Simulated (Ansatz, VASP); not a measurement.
## Two plane-wave programs on MgO

```
CELL_PARAMETERS angstrom
3.37266 0.00000 0.00000
-1.68633 2.92081 0.00000
0.00000 0.00000 5.08061
ATOMIC_POSITIONS crystal
Mg 0.66667 0.33333 0.50216
Mg 0.33333 0.66667 0.00216
O 0.66667 0.33333 0.90244
O 0.33333 0.66667 0.40244
```

Alike in both runs: task single point; functional LDA; k mesh 9 × 9 × 6; occupations fermi-dirac, width 0.05 eV; no spin polarisation.

|  | VASP | Ansatz |
| --- | --- | --- |
| version | VASP 6.6.1 | Ansatz 0.2.0 |
| potentials or method | VASP PAW LDA potentials, release 64 (Mg_sv, O) | Ansatz PAW |
| plane-wave cutoff (eV) | 750 | 420 |
| valence electrons in the cell | 32 | 32 |

```tsv
	VASP	Ansatz	Ansatz less VASP
gap on the k mesh at the Fermi level (eV)	3.06	3.05	-0.009
least direct gap on the mesh (eV)	3.06	3.05	-0.009
pressure (GPa)	-10.2	-10.1	+0.12
traceless stress, the component that is largest in VASP (GPa)	0.87	0.96	+0.089
rms of the force components (eV/Å)	0.048	0.051	+0.0032
```

LDA's correlation is that of Perdew and Zunger in VASP and of Perdew and Wang (1992) in Ansatz. Atom by atom the forces differ by 0.003 eV/Å (rms over components).

Noted on Ansatz's run: odd divisions of the mesh miss points on the zone boundary, where band edges often lie, so the gap on the mesh can be too wide.
